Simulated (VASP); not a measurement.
# TiSe (P6_3/mmc) in VASP: notebook

Runs on TiSe. Level: PBEsol. Tasks: single point.

Everything below comes from runs of VASP 6.6.1. Logs are shortened: lines on timing, memory, paths and dates and some standing lists are left out, and cuts for length are marked.

## Step 1: The cell of the first run

Symmetry: P6_3/mmc, No. 194, hexagonal system. The conventional cell has a = 3.368 Å, b = 3.368 Å, c = 6.765 Å, α = 90.00°, β = 90.00°, γ = 120.00°. Within 3.4 Å of Ti (site symmetry -3m) lie 6 Se at 2.58 Å and 8 Ti at 3.37 to 3.38 Å. Se (site symmetry -6m2) has 6 Ti at 2.58 Å and 6 Se at 3.37 Å within 3.4 Å.

## Step 2: Single point, PBEsol

File INCAR:

```
SYSTEM = TiSe
  PREC = Accurate
  ENCUT = 520
  EDIFF = 1E-7
  ISMEAR = 0
  SIGMA = 0.1
  LREAL = .False.
  LASPH = .True.
  NELM = 60
  ALGO = Normal
  ISIF = 2
  LWAVE = .False.
  LCHARG = .False.
  GGA = PS
  NBANDS = 26
```

File KPOINTS:

```
Automatic mesh
0
Gamma
  12 12 8
  0 0 0
```

File POSCAR:

```
TiSe
1.0
    3.3683966653      0.0000000000      0.0000000000
   -1.6841983326      2.9171170821      0.0000000000
    0.0000000000      0.0000000000      6.7651748508
Ti Se
2 2
Direct
    0.0000000000      0.0000000000      0.0000000000
    0.0000000000      0.0000000000      0.5000000000
    0.3333333333      0.6666666667      0.2500000000
    0.6666666667      0.3333333333      0.7500000000
```

Potentials or basis: VASP PAW PBE potentials, release 64 (Ti_sv, Se).

The run is started by

```bash
$ cat potpaw_PBE.64/Ti_sv/POTCAR potpaw_PBE.64/Se/POTCAR > POTCAR
$ mpirun -np 1 vasp_std > vasp.out
```

OUTCAR:

```text
SYSTEM = TiSe
   PREC = Accurate
   ENCUT = 520
   EDIFF = 1E-7
   ISMEAR = 0
   LREAL = .False.
   LASPH = .True.
   NELM = 60
   ISIF = 2
   GGA = PS

 ion  position               nearest neighbor table
   1  0.000  0.000  0.000-   3 2.58   4 2.58   3 2.58   4 2.58   4 2.58   3 2.58
   2  0.000  0.000  0.500-   3 2.58   4 2.58   3 2.58   4 2.58   4 2.58   3 2.58
   3  0.333  0.667  0.250-   1 2.58   2 2.58   1 2.58   2 2.58   1 2.58   2 2.58
   4  0.667  0.333  0.750-   1 2.58   2 2.58   1 2.58   2 2.58   1 2.58   2 2.58

  LATTYP: Found a hexagonal cell.
 ALAT       =     3.3683966653
 C/A-ratio  =     2.0084258248

  Lattice vectors:

 A1 = (   3.3683966653,   0.0000000000,   0.0000000000)
 A2 = (  -1.6841983326,   2.9171170821,   0.0000000000)
 A3 = (   0.0000000000,   0.0000000000,   6.7651748508)

Analysis of symmetry for initial positions (statically):
=====================================================================
 Subroutine PRICEL returns:
 Original cell was already a primitive cell.

 Routine SETGRP: Setting up the symmetry group for a
 hexagonal supercell.

 Subroutine GETGRP returns: Found 24 space group operations
 (whereof 12 operations were pure point group operations)
 out of a pool of 24 trial point group operations.

The static configuration has the point symmetry D_3d.
 The point group associated with its full space group is D_6h.

Analysis of symmetry for dynamics (positions and initial velocities):
=====================================================================
 Subroutine PRICEL returns:
 Original cell was already a primitive cell.

 Routine SETGRP: Setting up the symmetry group for a
 hexagonal supercell.

 Subroutine GETGRP returns: Found 24 space group operations
 (whereof 12 operations were pure point group operations)
 out of a pool of 24 trial point group operations.

The dynamic configuration has the point symmetry D_3d.
 The point group associated with its full space group is D_6h.

 Subroutine INISYM returns: Found 24 space group operations
 (whereof 12 operations are pure point group operations),
 and found     1 'primitive' translations

----------------------------------------------------------------------------------------

                                     Primitive cell

  volume of cell :      66.4747

  direct lattice vectors                    reciprocal lattice vectors
     3.368396665  0.000000000  0.000000000     0.296877149  0.171402102  0.000000000
    -1.684198333  2.917117082  0.000000000     0.000000000  0.342804204  0.000000000
     0.000000000  0.000000000  6.765174851     0.000000000  0.000000000  0.147815840

  length of vectors
     3.368396665  3.368396665  6.765174851     0.342804204  0.342804204  0.147815840

  position of ions in fractional coordinates (direct lattice)
     0.000000000  0.000000000  0.000000000
     0.000000000  0.000000000  0.500000000
     0.333333333  0.666666667  0.250000000
     0.666666667  0.333333333  0.750000000

  ion indices of the primitive-cell ions
   primitive index   ion index
                 1           1
                 2           2
                 3           3
                 4           4

----------------------------------------------------------------------------------------

 KPOINTS: Automatic mesh

Automatic generation of k-mesh.
 Grid dimensions read from file:
 generate k-points for:   12   12    8

 Generating k-lattice:

  Cartesian coordinates                     Fractional coordinates (reciprocal lattice)
     0.024739762  0.014283509  0.000000000     0.083333333  0.000000000  0.000000000
     0.000000000  0.028567017  0.000000000     0.000000000  0.083333333  0.000000000
     0.000000000  0.000000000  0.018476980     0.000000000  0.000000000  0.125000000

  Length of vectors
     0.028567017  0.028567017  0.018476980

  Shift w.r.t. Gamma in fractional coordinates (k-lattice)
     0.000000000  0.000000000  0.000000000

 Subroutine IBZKPT returns following result:
 ===========================================

 Found     95 irreducible k-points:

 Following reciprocal coordinates:
            Coordinates               Weight
  0.000000  0.000000  0.000000      1.000000
  0.083333  0.000000  0.000000      6.000000
  0.166667  0.000000  0.000000      6.000000
  0.250000  0.000000  0.000000      6.000000
  0.333333  0.000000  0.000000      6.000000
  0.416667  0.000000  0.000000      6.000000
[... 16 lines left out ...]
  0.250000  0.000000  0.125000     12.000000
  0.333333  0.000000  0.125000     12.000000
 [... further k-points ...]
   k-points           NKPTS =     95   k-points in BZ     NKDIM =     95   number of bands    NBANDS=     26
   number of dos      NEDOS =    301   number of ions     NIONS =      4
   total plane-waves  NPLWV =  39200
   dimension x,y,z NGX =    28 NGY =   28 NGZ =   50
   dimension x,y,z NGXF=    56 NGYF=   56 NGZF=  100
   ions per type =               2   2
   NGX,Y,Z   is equivalent  to a cutoff of  13.82, 13.82, 12.29 a.u.
   NGXF,Y,Z  is equivalent  to a cutoff of  27.64, 27.64, 24.57 a.u.
 SYSTEM =  TiSe
   PREC   = accura    normal or accurate (medium, high low for compatibility)
   ISTART =      0    job   : 0-new  1-cont  2-samecut
   ICHARG =      2    charge: 1-file 2-atom 10-const
   ISPIN  =      1    spin polarized calculation?
   LNONCOLLINEAR =      F non collinear calculations
   LSORBIT =      F    spin-orbit coupling
   LASPH  =      T    aspherical Exc in radial PAW
   ENCUT  =  520.0 eV  38.22 Ry    6.18 a.u.   6.26  6.26 12.58*2*pi/ulx,y,z
   NELM   =     60;   NELMIN=  2; NELMDL= -5     # of ELM steps
   EDIFF  = 0.1E-06   stopping-criterion for ELM
   LREAL  =      F    real-space projection
   EDIFFG = 0.1E-05   stopping-criterion for IOM
   NSW    =      0    number of steps for IOM
   IBRION =     -1    ionic relax: 0-MD 1-quasi-New 2-CG
   NFREE  =      0    steps in history (QN), initial steepest desc. (CG)
   ISIF   =      2    stress and relaxation
   ISYM   =      2    0-nonsym 1-usesym 2-fastsym
   POTIM  = 0.5000    time-step for ionic-motion
   TEBEG  =    0.0;   TEEND  =   0.0 temperature during run
   PSTRESS=    0.0 pullay stress
   NELECT =      36.0000    total number of electrons
   NUPDOWN=      -1.0000    fix difference up-down
   EMIN   =  10.00;   EMAX   =-10.00  energy-range for DOS
   EFERMI =   0.00;   METHOD = LEGACY
   ISMEAR =     0;   SIGMA  =   0.10  broadening in eV -4-tet -1-fermi 0-gaus
   EFERMI_NEDOS =   21; number of points for ismear=-14 and -15
   IALGO  =     38    algorithm
   IMIX   =      4    mixing-type and parameters
     AMIX     =   0.40;   BMIX     =  1.00
     AMIX_MAG =   1.60;   BMIX_MAG =  1.00
  volume/ion in A,a.u.               =      16.62       112.15
  Fermi-wavevector in a.u.,A,eV,Ry     =   1.334413  2.521675 24.227327  1.780658
  Thomas-Fermi vector in A             =   2.463196
   LORBIT       =      0    0 simple, 1 ext, 2 COOP (PROOUT), +10 PAW based schemes
   GGA     = PS    functional components
   LHFCALC =     F    Hartree Fock is set to
   AEXX    =    0.0000 exact exchange contribution
   IVDW    =     0    specifies the selected vdW correction
   LEPSILON=     F    determine dielectric tensor
   LRPA    =     F    only Hartree local field effects (RPA)
 non-spin polarized calculation
 Gauss-broadening in eV      SIGMA  =   0.10
  energy-cutoff  :      520.00
  volume of cell :       66.47
 maximum number of plane-waves:      1819
 NGX is ok and might be reduce to    28
   NGX = 13   NGY = 13   NGZ = 25

 number of electron      36.0000006 magnetization

 Free energy of the ion-electron system (eV)
  ---------------------------------------------------
  ext. energy  EPLUGINS =         0.00000000
  ---------------------------------------------------
  free energy    TOTEN  =       -29.19127893 eV

  energy without entropy =      -29.17813526  energy(sigma->0) =      -29.18470709

 E-fermi :   8.8385     XC(G=0): -11.6334

 val. band max:        8.8376630319   @ k =   0.0833   0.0833   0.1250
 cond. band min:       8.8432684589   @ k =   0.0833   0.0833   0.0000
 fundamental gap:      0.0056054269
 Fermi energy:         8.8384862957

 k-point     1 :       0.0000    0.0000    0.0000
  band No.  band energies     occupation
      1     -48.2421      2.00000
      2     -48.2341      2.00000
      3     -24.7742      2.00000
      4     -24.6491      2.00000
      5     -24.5604      2.00000
      6     -24.5604      2.00000
[... 18 lines left out ...]
     25      12.5959      0.00000
     26      12.7577      0.00000

 k-point     2 :       0.0833    0.0000    0.0000
  band No.  band energies     occupation
      1     -48.2411      2.00000
      2     -48.2331      2.00000
      3     -24.7714      2.00000
      4     -24.6475      2.00000
      5     -24.5710      2.00000
      6     -24.5628      2.00000
[... 18 lines left out ...]
     25      12.2413      0.00000
     26      12.6440      0.00000

 k-point     3 :       0.1667    0.0000    0.0000
  band No.  band energies     occupation
      1     -48.2383      2.00000
      2     -48.2304      2.00000
      3     -24.7634      2.00000
      4     -24.6431      2.00000
      5     -24.5998      2.00000
      6     -24.5859      2.00000
[... 18 lines left out ...]
     25      11.6272      0.00000
     26      12.4965      0.00000

 k-point     4 :       0.2500    0.0000    0.0000
  band No.  band energies     occupation
      1     -48.2345      2.00000
      2     -48.2267      2.00000
      3     -24.7526      2.00000
      4     -24.6390      2.00000
      5     -24.6373      2.00000
      6     -24.6215      2.00000
[... 18 lines left out ...]
     25      11.1760      0.00000
     26      12.5506      0.00000
[... 496 lines left out ...]
      1     -48.2380      2.00000
      2     -48.2307      2.00000
      3     -24.7589      2.00000
      4     -24.6478      2.00000
      5     -24.5993      2.00000
      6     -24.5865      2.00000
[... 18 lines left out ...]
     25      11.5948      0.00000
     26      12.4303      0.00000

 k-point    23 :       0.2500    0.0000    0.1250
  band No.  band energies     occupation
      1     -48.2342      2.00000
      2     -48.2270      2.00000
      3     -24.7483      2.00000
      4     -24.6424      2.00000
      5     -24.6375      2.00000
      6     -24.6222      2.00000
[... 18 lines left out ...]
     25      11.3219      0.00000
     26      12.4776      0.00000

 k-point    24 :       0.3333    0.0000    0.1250
  band No.  band energies     occupation
      1     -48.2304      2.00000
      2     -48.2234      2.00000
      3     -24.7377      2.00000
      4     -24.6769      2.00000
      5     -24.6583      2.00000
      6     -24.6350      2.00000
[... 18 lines left out ...]
     25      11.7627      0.00000
     26      12.6456      0.00000

 [... further k-points ...]

------------------------ aborting loop because EDIFF is reached ----------------------------------------

  FORCE on cell =-STRESS in cart. coord.  units (eV):
  Direction    XX          YY          ZZ          XY          YZ          ZX
  --------------------------------------------------------------------------------------
  -------------------------------------------------------------------------------------
  Total       -0.2959473     -0.2959473     -0.2839936     -0.0000000     -0.0000000      0.0000000
  in kB       -7.1329445     -7.1329445     -6.8448359     -0.0000000     -0.0000000      0.0000000
  external PRESSURE =      -7.0369083 kB  Pullay stress =       0.0000000 kB

 VOLUME and BASIS-vectors are now :
 -----------------------------------------------------------------------------
  energy-cutoff  :      520.00
  volume of cell :       66.47
      direct lattice vectors                 reciprocal lattice vectors
     3.368396665  0.000000000  0.000000000     0.296877149  0.171402102  0.000000000
    -1.684198333  2.917117082  0.000000000     0.000000000  0.342804204  0.000000000
     0.000000000  0.000000000  6.765174851     0.000000000  0.000000000  0.147815840

 POSITION                                       TOTAL-FORCE (eV/Angst)
 -----------------------------------------------------------------------------------
      0.00000      0.00000      0.00000         0.000000      0.000000     -0.000000
      0.00000      0.00000      3.38259         0.000000      0.000000     -0.000000
     -0.00000      1.94474      1.69129        -0.000000      0.000000      0.000000
      1.68420      0.97237      5.07388         0.000000      0.000000      0.000000
 -----------------------------------------------------------------------------------
    total drift:                               -0.000000      0.000000      0.000000

  FREE ENERGIE OF THE ION-ELECTRON SYSTEM (eV)
  ---------------------------------------------------
  free  energy   TOTEN  =       -29.1912789260 eV

  energy  without entropy=      -29.1781352566  energy(sigma->0) =      -29.18470709
```

Run time: 77 s. Hardware: 1 thread of Intel Xeon 6975P-C (Granite Rapids), shared host; peak memory 0.28 GiB.

Results:

- Free energy: -29.1913 eV
- Pressure: -0.7 GPa
- Band gap on the k mesh: zero (bands 18 and 19 overlap by 0.46 eV)

Caveat: the PAW data sets were made with another functional, which shifts forces and pressure a little.

(Part 1 of 2 ends here.)
